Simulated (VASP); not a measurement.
# SiC3 (P-6m2) in VASP: a series of runs, part 3 of 3

VASP 6.6.1.

**4. Relaxation of cell and atoms, PBE**

This run uses another cell than the first one, of 13.41 Å³/atom, 1.461 times its volume.

INCAR reads:

```
PREC = Accurate
ENCUT = 910
EDIFF = 1E-7
ISMEAR = 0
SIGMA = 0.1
LREAL = F
LASPH = T
NELM = 120
ALGO = Normal
ISIF = 3
LWAVE = F
LCHARG = F
GGA = PE
IBRION = 2
NSW = 90
EDIFFG = -0.04
GGA_COMPAT = F
NELMIN = 4
```

KPOINTS reads:

```
regular mesh
0
Gamma
  6 6 2
```

POSCAR reads:

```
SiC3
1.0
    2.6720936500      0.0000000000      0.0000000000
   -1.3360468300      2.3141009800      0.0000000000
    0.0000000000      0.0000000000      8.6744468400
Si C
1 3
Direct
    0.3333333300      0.6666666700      0.5000000000
    0.3333333300      0.6666666700      0.0000000000
    0.6666666700      0.3333333300      0.2500000000
    0.6666666700      0.3333333300      0.7500000000
```

Potentials or basis: VASP PAW PBE potentials, release 64 (Si, C_h).

Launch:

```bash
$ cat potpaw_PBE.64/Si/POTCAR potpaw_PBE.64/C_h/POTCAR > POTCAR
$ mpirun -np 1 vasp_std > vasp.out
```

OUTCAR:

```text
PREC = Accurate
   ENCUT = 910
   EDIFF = 1E-7
   ISMEAR = 0
   LREAL = F
   LASPH = T
   NELM = 120
   ISIF = 3
   GGA = PE
   IBRION = 2
   NSW = 90
   EDIFFG = -0.04
   NELMIN = 4

 ion  position               nearest neighbor table
   1  0.333  0.667  0.500-
   2  0.333  0.667  0.000-
   3  0.667  0.333  0.250-
   4  0.667  0.333  0.750-

  LATTYP: Found a hexagonal cell.
 ALAT       =     2.6720936500
 C/A-ratio  =     3.2463109367

  Lattice vectors:

 A1 = (   2.6720936500,   0.0000000000,   0.0000000000)
 A2 = (  -1.3360468300,   2.3141009800,   0.0000000000)
 A3 = (   0.0000000000,   0.0000000000,   8.6744468400)

Analysis of symmetry for initial positions (statically):
=====================================================================
 Subroutine PRICEL returns:
 Original cell was already a primitive cell.

 Routine SETGRP: Setting up the symmetry group for a
 hexagonal supercell.

 Subroutine GETGRP returns: Found 12 space group operations
 (whereof 12 operations were pure point group operations)
 out of a pool of 24 trial point group operations.

The static configuration has the point symmetry D_3h.

Analysis of symmetry for dynamics (positions and initial velocities):
=====================================================================
 Subroutine PRICEL returns:
 Original cell was already a primitive cell.

 Routine SETGRP: Setting up the symmetry group for a
 hexagonal supercell.

 Subroutine GETGRP returns: Found 12 space group operations
 (whereof 12 operations were pure point group operations)
 out of a pool of 24 trial point group operations.

The dynamic configuration has the point symmetry D_3h.

 Subroutine INISYM returns: Found 12 space group operations
 (whereof 12 operations are pure point group operations),
 and found     1 'primitive' translations

----------------------------------------------------------------------------------------

                                     Primitive cell

  volume of cell :      53.6384

  direct lattice vectors                    reciprocal lattice vectors
     2.672093650  0.000000000  0.000000000     0.374238380  0.216066631  0.000000000
    -1.336046830  2.314100980  0.000000000     0.000000000  0.432133260  0.000000000
     0.000000000  0.000000000  8.674446840     0.000000000  0.000000000  0.115281126

  length of vectors
     2.672093650  2.672093651  8.674446840     0.432133260  0.432133260  0.115281126

  position of ions in fractional coordinates (direct lattice)
     0.333333330  0.666666670  0.500000000
     0.333333330  0.666666670  0.000000000
     0.666666670  0.333333330  0.250000000
     0.666666670  0.333333330  0.750000000

  ion indices of the primitive-cell ions
   primitive index   ion index
                 1           1
                 2           2
                 3           3
                 4           4

----------------------------------------------------------------------------------------

 KPOINTS: regular mesh

Automatic generation of k-mesh.
 Grid dimensions read from file:
 generate k-points for:    6    6    2

 Generating k-lattice:

[... 50 lines left out ...]
   EDIFF  = 0.1E-06   stopping-criterion for ELM
   LREAL  =      F    real-space projection
   EDIFFG = -.4E-01   stopping-criterion for IOM
   NSW    =     90    number of steps for IOM
   IBRION =      2    ionic relax: 0-MD 1-quasi-New 2-CG
   NFREE  =      1    steps in history (QN), initial steepest desc. (CG)
   ISIF   =      3    stress and relaxation
   ISYM   =      2    0-nonsym 1-usesym 2-fastsym
   POTIM  = 0.5000    time-step for ionic-motion
   TEBEG  =    0.0;   TEEND  =   0.0 temperature during run
   PSTRESS=    0.0 pullay stress
   NELECT =      16.0000    total number of electrons
   NUPDOWN=      -1.0000    fix difference up-down
   EMIN   =  10.00;   EMAX   =-10.00  energy-range for DOS
   EFERMI =   0.00;   METHOD = LEGACY
   ISMEAR =     0;   SIGMA  =   0.10  broadening in eV -4-tet -1-fermi 0-gaus
   EFERMI_NEDOS =   21; number of points for ismear=-14 and -15
   IALGO  =     38    algorithm
   IMIX   =      4    mixing-type and parameters
     AMIX     =   0.40;   BMIX     =  1.00
     AMIX_MAG =   1.60;   BMIX_MAG =  1.00
  volume/ion in A,a.u.               =      13.41        90.49
  Fermi-wavevector in a.u.,A,eV,Ry     =   1.093846  2.067069 16.279362  1.196499
  Thomas-Fermi vector in A             =   2.230139
   LORBIT       =      0    0 simple, 1 ext, 2 COOP (PROOUT), +10 PAW based schemes
   GGA     = PE    functional components
   LHFCALC =     F    Hartree Fock is set to
   AEXX    =    0.0000 exact exchange contribution
   IVDW    =     0    specifies the selected vdW correction
   LEPSILON=     F    determine dielectric tensor
   LRPA    =     F    only Hartree local field effects (RPA)
 conjugate gradient relaxation of ions
 non-spin polarized calculation
 Gauss-broadening in eV      SIGMA  =   0.10
  energy-cutoff  :      910.00
  volume of cell :       53.64
 maximum number of plane-waves:      3402
 NGX is ok and might be reduce to    28
   NGX = 13   NGY = 13   NGZ = 43

--------------------------------------- Ionic step        1  -------------------------------------------

 number of electron      16.0000000 magnetization

 Free energy of the ion-electron system (eV)
  ---------------------------------------------------
  ext. energy  EPLUGINS =         0.00000000
  ---------------------------------------------------
  free energy    TOTEN  =       -16.84060898 eV

  energy without entropy =      -16.81834422  energy(sigma->0) =      -16.82947660

------------------------ aborting loop because EDIFF is reached ----------------------------------------

  FORCE on cell =-STRESS in cart. coord.  units (eV):
  Direction    XX          YY          ZZ          XY          YZ          ZX
  --------------------------------------------------------------------------------------
  -------------------------------------------------------------------------------------
  Total       -6.6305058     -6.6305058    -10.6429249      0.0000000      0.0000000     -0.0000000
  in kB     -198.0530214   -198.0530210   -317.9038645      0.0000004      0.0000000     -0.0000000
  external PRESSURE =    -238.0033023 kB  Pullay stress =       0.0000000 kB
[... 95 lines left out ...]
  FREE ENERGIE OF THE ION-ELECTRON SYSTEM (eV)
  ---------------------------------------------------
  free  energy   TOTEN  =       -19.0594187303 eV

  energy  without entropy=      -19.0323494135  energy(sigma->0) =      -19.04588407

 E-fermi :   9.3176     XC(G=0): -12.3705

 val. band max:        9.1800949714   @ k =   0.1667   0.1667   0.0000
 cond. band min:       9.3219542272   @ k =   0.1667   0.1667   0.5000
 fundamental gap:      0.1418592558
 Fermi energy:         9.3175723127

 k-point     1 :       0.0000    0.0000    0.0000
  band No.  band energies     occupation
      1      -8.3055      2.00000
      2      -5.6938      2.00000
      3      -5.2243      2.00000
      4       2.0095      2.00000
      5       2.0874      2.00000
      6      11.9093      0.00000
      7      13.3594      0.00000
      8      13.9277      0.00000
      9      13.9277      0.00000
     10      14.5808      0.00000
     11      14.5808      0.00000
     12      15.2696      0.00000
[... 181 lines left out ...]
 k-point    14 :       0.3333    0.3333    0.5000
  band No.  band energies     occupation
      1       0.3683      2.00000
      2       1.4054      2.00000
      3       1.7962      2.00000
      4       3.3834      2.00000
      5       3.4763      2.00000
      6       4.5409      2.00000
      7       5.5890      2.00000
      8       6.2486      2.00000
      9       6.5524      2.00000
     10       8.4044      2.00000
     11       9.0769      1.99933
     12       9.1757      1.95524

[... ionic steps 4 to 22 ...]

--------------------------------------- Ionic step       23  -------------------------------------------

 number of electron      16.0000000 magnetization

------------------------ aborting loop because EDIFF is reached ----------------------------------------
[... 71 lines left out ...]
--------------------------------------- Ionic step       25  -------------------------------------------

 number of electron      16.0000000 magnetization

 Free energy of the ion-electron system (eV)
  ---------------------------------------------------
  ext. energy  EPLUGINS =         0.00000000
  ---------------------------------------------------
  free energy    TOTEN  =       -23.88398534 eV

  energy without entropy =      -23.87476532  energy(sigma->0) =      -23.87937533

 E-fermi :  11.6641     XC(G=0): -12.8067

 val. band max:       11.6538106664   @ k =   0.3333  -0.0000   0.0000
 cond. band min:      11.9613035476   @ k =   0.0000   0.0000   0.5000
 fundamental gap:      0.3074928812
 Fermi energy:        11.6641186161

 k-point     1 :       0.0000    0.0000    0.0000
  band No.  band energies     occupation
      1      -8.1910      2.00000
      2      -2.5896      2.00000
      3      -1.7916      2.00000
      4       9.1198      2.00000
      5       9.1198      2.00000
      6      10.7651      2.00000
      7      13.1553      0.00000
      8      13.1553      0.00000
      9      14.0080      0.00000
     10      14.4884      0.00000
     11      14.4884      0.00000
     12      17.6314      0.00000
[... 224 lines left out ...]
  FREE ENERGIE OF THE ION-ELECTRON SYSTEM (eV)
  ---------------------------------------------------
  free  energy   TOTEN  =       -23.8839853424 eV

  energy  without entropy=      -23.8747653195  energy(sigma->0) =      -23.87937533

 reached required accuracy - stopping structural energy minimisation
```

CONTCAR:

```text
SiC3
   1.00000000000000
     2.7269749603413422    0.0000000002759789   -0.0000000000000000
    -1.3634874850343597    2.3616295889750623    0.0000000000000000
    -0.0000000000000000    0.0000000000000000    4.6962244434467415
  Si              C
     1     3
Direct
     0.3333333300000021    0.6666666699999979    0.5000000000000000
     0.3333333300000021    0.6666666699999979    0.0000000000000000
     0.6666666699999979    0.3333333300000021    0.2228473173559811
     0.6666666699999979    0.3333333300000021    0.7771526826440189

  0.00000000E+00  0.00000000E+00  0.00000000E+00
  0.00000000E+00  0.00000000E+00  0.00000000E+00
  0.00000000E+00  0.00000000E+00  0.00000000E+00
  0.00000000E+00  0.00000000E+00  0.00000000E+00
```

Run time: 13 min. Hardware: 1 thread of AMD EPYC 7R43 (Zen 3), shared host; peak memory 0.25 GiB.

Results:

```
Free energy                            : -23.8840 eV
Relaxed volume                         : 7.56 Å³/atom
Relaxed cell                           : a = 2.727 Å, b = 2.727 Å, c = 4.696 Å, α = 90.00°, β = 90.00°, γ = 120.00°
Space group after relaxing (to 0.05 Å) : P-6m2 (No. 187)
Energy gained by relaxing              : 1760.8 meV/atom
Ionic steps                            : 25
Pressure after relaxing                : 0.2 GPa
Largest force after relaxing           : 0.006 eV/Å
Band gap on the k mesh                 : zero (band 8 reaches 13.16 eV, above the bottom of band 9 at 9.03 eV)
```

Forces in eV/Å, atoms in the order of the input:
```
Si   0.000  0.000  0.000
C    0.000  0.000  0.000
C    0.000  0.000 -0.006
C    0.000  0.000  0.006
```

The path:
```csv
step,energy change (eV),largest force (eV/Å),pressure (GPa),volume (Å³)
1,0.0000,0.1461,-23.80,53.64
2,-1.9572,0.5458,-11.92,39.57
3,-2.2188,0.6812,0.28,35.44
4,-2.2335,0.7008,4.59,34.40
5,-3.0656,1.0973,3.29,32.88
6,-5.8088,1.3863,10.79,29.36
7,9.7391,16.5836,434.06,19.12
8,-6.0111,2.9428,30.86,28.09
9,-6.2366,2.9770,35.73,27.48
10,-3.5362,2.1664,106.83,23.64
11,-6.3223,2.7389,47.40,26.57
12,-6.2853,2.6063,51.62,26.27
13,-6.3846,1.5335,46.54,26.51
14,-6.3855,1.6116,46.75,26.50
15,-6.5591,1.3738,38.35,27.02
16,-6.9022,0.7339,17.35,28.63
17,-6.9769,0.1310,-11.28,32.02
18,-7.0282,0.2917,-2.01,30.71
19,-7.0284,0.3016,-1.33,30.63
20,-7.0305,0.2871,-1.15,30.59
21,-7.0361,0.2314,-0.59,30.47
22,-7.0425,0.0873,0.59,30.23
23,-7.0429,0.0253,1.06,30.14
24,-7.0429,0.0325,1.00,30.15
25,-7.0434,0.0062,0.20,30.24
```

Final structure:
```
Si C
1.0
     2.72697    0.00000    0.00000
    -1.36349    2.36163    0.00000
     0.00000    0.00000    4.69622
Si C
1 3
Direct
  0.33333 0.66667 0.50000
  0.33333 0.66667 0.00000
  0.66667 0.33333 0.22285
  0.66667 0.33333 0.77715
```

Caveat: the k points lie up to 0.67 Å⁻¹ apart in the final cell; the cutoff is under 1.25 times the usual one of these potentials, so pressure, stress and relaxed cells hold a basis-set (Pulay) error; the volume moved by over 15 % at a fixed basis, so the end points are rough.

**5. Overview**

```csv
task,potentials or basis,cell,k mesh,cutoff (eV),second run,gap on the mesh (eV),pressure (GPa),relaxed volume (Å³/atom),largest force (eV/Å)
single point,"VASP PAW PBE potentials, release 64 (Si, C)","a = 2.511, b = 2.511, c = 6.720 Å, angles 90.0, 90.0, 120.0°, 4 atoms",24 × 24 × 8,520,-,none,0.2,-,0.04
relaxation of cell and atoms,"VASP PAW PBE potentials, release 64 (Si, C)","relaxed from a = 2.514, b = 2.514, c = 6.525 Å, angles 90.0, 90.0, 120.0°, 4 atoms",24 × 24 × 8,600,-,none,0.0,9.16,0.01
relaxation of cell and atoms,"VASP PAW PBE potentials, release 64 (Si, C_h)","relaxed from a = 2.672, b = 2.672, c = 8.674 Å, angles 90.0, 90.0, 120.0°, 4 atoms",6 × 6 × 2,910,hard_potentials,none,0.2,7.56,0.01
```

Alike in all rows: level PBE; no spin polarisation; smearing gaussian 0.1 eV.

Caveats: some runs use coarse meshes; the cutoff is under 1.25 times the usual one of these potentials, so pressure, stress and relaxed cells hold a basis-set (Pulay) error (some runs); the volume moved by over 15 % at a fixed basis, so the end points are rough (some runs).

Absolute energies hang on the potentials; compare differences alone.
